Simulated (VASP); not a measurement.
# ZrB (R-3m) in VASP: notebook, part 2 of 2

VASP 6.6.1. Earlier steps stand in the parts before.

**3. Single point, PBE**

This run uses another cell than the first one, of the same volume but with other edges.

Input file INCAR:

```
SYSTEM = ZrB
ALGO = Normal ; EDIFF = 1E-6
ENCUT = 520 ; GGA = PE
ISIF = 2 ; ISMEAR = 0
LASPH = .TRUE. ; LCHARG = .FALSE.
LREAL = .FALSE. ; LWAVE = .FALSE.
NBANDS = 14 ; NELM = 100
PREC = Accurate ; SIGMA = 0.15
```

Input file KPOINTS:

```
k-points
0
G
  20 20 20
  0 0 0
```

Input file POSCAR:

```
ZrB
1.0
   -0.2454426221      2.2089835992      2.2089835992
    2.2089835992     -0.2454426221      2.2089835992
    2.2089835992      2.2089835992     -0.2454426221
Zr B
1 1
Direct
    0.0000000000      0.0000000000      0.0000000000
    0.5000000000      0.5000000000      0.5000000000
```

Potentials or basis: VASP PAW PBE potentials, release 64 (Zr_sv, B).

Launch:

```bash
> cat potpaw_PBE.64/Zr_sv/POTCAR potpaw_PBE.64/B/POTCAR > POTCAR
> mpirun -np 1 vasp_std > vasp.out
```

It took 4.6 min on 1 thread of Intel Xeon 8259CL, shared host; peak memory 0.39 GiB.

It converged, with:

```yaml
Free_energy: -15.4633 eV
Pressure: 34.1 GPa
Band_gap_on_the_k_mesh: zero (an odd number of electrons rules out a gap without spin polarisation)
```

Stress tensor (GPa, compression positive):
```
34.12  3.85  3.85
 3.85 34.12  3.85
 3.85  3.85 34.12
```

Levels at points of the mesh, in eV from the Fermi level:
| k point | band 4 | band 5 | band 6 | band 7 | band 8 | band 9 | band 10 | band 11 | band 12 | band 13 |
| --- | --- | --- | --- | --- | --- | --- | --- | --- | --- | --- |
| (0.00, 0.00, 0.00) | -24.63 | -8.62 | 0.78 | 0.78 | 3.25 | 3.33 | 3.33 | 3.74 | 3.74 | 4.25 |
| (0.50, 0.00, 0.00) | -24.76 | -4.43 | -4.18 | -1.98 | -0.24 | 4.19 | 4.84 | 8.05 | 8.57 | 12.09 |
| (0.50, 0.50, 0.00) | -24.93 | -6.69 | -1.32 | -0.66 | 1.67 | 3.06 | 4.89 | 6.07 | 7.11 | 10.45 |
| (0.50, 0.50, 0.50) | -25.08 | -4.51 | -3.01 | -2.57 | -2.57 | 6.37 | 6.37 | 7.28 | 7.84 | 12.84 |

Caveat: the cell stands under pressure.

**4. Single point, PBE**

This run uses another cell than the first one, of the same volume but with other edges.

Input file INCAR:

```
ALGO = Normal
EDIFF = 1E-7
ENCUT = 520
GGA = PE
ISIF = 2
ISMEAR = 0
LASPH = True
LCHARG = False
LREAL = False
LWAVE = False
NBANDS = 14
NELM = 60
PREC = Accurate
SIGMA = 0.15
```

Input file KPOINTS:

```
k-points
0
Gamma
  20 20 20
```

Input file POSCAR:

```
ZrB
1.0
    0.2917211690      2.4796299361      2.4796299361
    2.4796299361      0.2917211690      2.4796299361
    2.4796299361      2.4796299361      0.2917211690
Zr B
1 1
Direct
    0.0000000000      0.0000000000      0.0000000000
    0.5000000000      0.5000000000      0.5000000000
```

Potentials or basis: VASP PAW PBE potentials, release 64 (Zr_sv, B).

Launch:

```bash
> cat potpaw_PBE.64/Zr_sv/POTCAR potpaw_PBE.64/B/POTCAR > POTCAR
> mpirun -np 1 vasp_std > vasp.out
```

OUTCAR:

```text
EDIFF = 1E-7
   ENCUT = 520
   GGA = PE
   ISIF = 2
   ISMEAR = 0
   LASPH = True
   LREAL = False
   NELM = 60
   PREC = Accurate

 ion  position               nearest neighbor table
   1  0.000  0.000  0.000-   2 2.34   2 2.34   2 2.34   2 2.34   2 2.34   2 2.34
   2  0.500  0.500  0.500-   1 2.34   1 2.34   1 2.34   1 2.34   1 2.34   1 2.34

  LATTYP: Found a trigonal (rhomboedric) cell.
 ALAT       =     3.5188393655
 COS(alpha) =     0.6134020619

  Lattice vectors:

[... 596 lines left out ...]
------------------------ aborting loop because EDIFF is reached ----------------------------------------

  FORCE on cell =-STRESS in cart. coord.  units (eV):
  Direction    XX          YY          ZZ          XY          YZ          ZX
  --------------------------------------------------------------------------------------
  -------------------------------------------------------------------------------------
  Total        5.3630344      5.3630344      5.3630344     -1.3019445     -1.3019445     -1.3019445
  in kB      341.8395435    341.8395435    341.8395435    -82.9858783    -82.9858783    -82.9858783
  external PRESSURE =     341.8395435 kB  Pullay stress =       0.0000000 kB

 VOLUME and BASIS-vectors are now :
 -----------------------------------------------------------------------------
  energy-cutoff  :      520.00
  volume of cell :       25.14
      direct lattice vectors                 reciprocal lattice vectors
     0.291721169  2.479629936  2.479629936    -0.241224765  0.215832684  0.215832684
     2.479629936  0.291721169  2.479629936     0.215832684 -0.241224765  0.215832684
     2.479629936  2.479629936  0.291721169     0.215832684  0.215832684 -0.241224765

 POSITION                                       TOTAL-FORCE (eV/Angst)
 -----------------------------------------------------------------------------------
      0.00000      0.00000      0.00000        -0.000000      0.000000      0.000000
      2.62549      2.62549      2.62549         0.000000     -0.000000     -0.000000
 -----------------------------------------------------------------------------------
    total drift:                               -0.000000      0.000000      0.000000

  FREE ENERGIE OF THE ION-ELECTRON SYSTEM (eV)
  ---------------------------------------------------
  free  energy   TOTEN  =       -15.3510887043 eV

  energy  without entropy=      -15.3371028167  energy(sigma->0) =      -15.34409576
```

OSZICAR:

```text
N       E                     dE             d eps       ncg     rms          rms(c)
DAV:   1     0.973453380515E+02    0.97345E+02   -0.79247E+03 21916   0.104E+03
DAV:   2    -0.131608854152E+02   -0.11051E+03   -0.10447E+03 26998   0.286E+02
DAV:   3    -0.169542495703E+02   -0.37934E+01   -0.37484E+01 32504   0.449E+01
DAV:   4    -0.170245169957E+02   -0.70267E-01   -0.70220E-01 26360   0.577E+00
DAV:   5    -0.170261891118E+02   -0.16721E-02   -0.16721E-02 32810   0.611E-01    0.228E+01
DAV:   6    -0.153497887360E+02    0.16764E+01   -0.26195E+00 26632   0.142E+01    0.874E+00
DAV:   7    -0.153473321519E+02    0.24566E-02   -0.27274E-01 30680   0.354E+00    0.391E+00
DAV:   8    -0.153515956903E+02   -0.42635E-02   -0.33380E-02 27746   0.156E+00    0.304E-01
DAV:   9    -0.153510060667E+02    0.58962E-03   -0.30004E-03 26482   0.362E-01    0.185E-01
DAV:  10    -0.153510953809E+02   -0.89314E-04   -0.47941E-04 25488   0.252E-01    0.119E-02
DAV:  11    -0.153510904423E+02    0.49386E-05   -0.16791E-05 27686   0.399E-02    0.123E-02
DAV:  12    -0.153510886985E+02    0.17438E-05   -0.10605E-06 26752   0.104E-02    0.127E-03
DAV:  13    -0.153510887043E+02   -0.58139E-08   -0.31710E-08 14942   0.181E-03
   1 F= -.15351089E+02 E0= -.15344096E+02  d E =-.139859E-01
```

It took 9 min on 1 thread of Intel Xeon 8259CL, shared host; peak memory 0.4 GiB.

Results:

- Free energy: -15.3511 eV
- Pressure: 34.2 GPa
- Band gap on the k mesh: zero (an odd number of electrons rules out a gap without spin polarisation)

Stress tensor (GPa, compression positive):
```
34.18 -8.30 -8.30
-8.30 34.18 -8.30
-8.30 -8.30 34.18
```

Caveat: the cell stands under pressure.

**5. Single point, PBE**

This run uses another cell than the first one, of the same volume but with other edges.

Input file INCAR:

```
SYSTEM = ZrB
ALGO     = Normal         ! electronic algorithm
EDIFF    = 1E-6           ! SCF threshold, eV
ENCUT    = 520            ! plane-wave cutoff, eV
GGA      = PE             ! functional
ISIF     = 2              ! what is computed and relaxed
ISMEAR   = 0              ! smearing method
LASPH    = .TRUE.         ! aspherical terms in the spheres
LCHARG   = .TRUE.         ! write CHGCAR
LELF     = .TRUE.         ! ELF
LREAL    = .FALSE.        ! projectors in reciprocal space
LVHAR    = .TRUE.       
LWAVE    = .FALSE.        ! write WAVECAR
NBANDS   = 14             ! bands
NELM     = 100            ! most SCF steps
PREC     = Accurate       ! precision mode
SIGMA    = 0.15           ! smearing width, eV
```

Input file KPOINTS:

```
k-points
0
G
  20 20 20
  0 0 0
```

Input file POSCAR:

```
ZrB
1.0
   -0.1111566429      2.2707714195      2.2707714195
    2.2707714195     -0.1111566429      2.2707714195
    2.2707714195      2.2707714195     -0.1111566429
Zr B
1 1
Direct
    0.0000000000      0.0000000000      0.0000000000
    0.5000000000      0.5000000000      0.5000000000
```

Launch:

```bash
> cat potpaw_PBE.64/Zr_sv/POTCAR potpaw_PBE.64/B/POTCAR > POTCAR
> mpirun -np 1 vasp_std > vasp.out
```

Wall time 3.2 min (1 thread of Intel Xeon 8259CL, shared host); peak memory 0.38 GiB.

Results (log left out):

* Free energy: -15.5585 eV
* Pressure: 34.8 GPa
* Band gap on the k mesh: zero (an odd number of electrons rules out a gap without spin polarisation)

Stress tensor (GPa, compression positive):
```
34.81  2.49  2.49
 2.49 34.81  2.49
 2.49  2.49 34.81
```

Levels at points of the mesh, in eV from the Fermi level:
| k point | band 6 | band 7 | band 8 | band 9 | band 10 | band 11 |
| --- | --- | --- | --- | --- | --- | --- |
| (0.00, 0.00, 0.00) | 1.50 | 1.50 | 2.57 | 3.61 | 3.61 | 3.72 |
| (0.50, 0.00, 0.00) | -3.80 | -1.66 | -0.88 | 5.14 | 5.66 | 7.56 |
| (0.50, 0.50, 0.00) | -1.17 | -0.38 | 2.22 | 2.81 | 5.35 | 6.74 |
| (0.50, 0.50, 0.50) | -3.27 | -1.90 | -1.90 | 6.07 | 6.07 | 7.68 |

Caveat: the cell stands under pressure.

**6. The runs side by side**

| cell | gap on the mesh (eV) | pressure (GPa) |
| --- | --- | --- |
| a = 2.952 Å, angles 82.7°, 2 atoms | none | 22.6 |
| a = 3.134 Å, angles 67.3°, 2 atoms | none | 34.1 |
| a = 3.519 Å, angles 52.2°, 2 atoms | none | 34.2 |
| a = 3.213 Å, angles 63.2°, 2 atoms | none | 34.8 |

Alike in all rows: task single point; level PBE; potentials or basis VASP PAW PBE potentials, release 64 (Zr_sv, B); no spin polarisation; k mesh 20 × 20 × 20; cutoff (eV) 520; smearing gaussian 0.15 eV.

Caveats: the cell stands under pressure.

Total energies depend on the potentials used, so only differences within one code and one set of settings carry meaning.
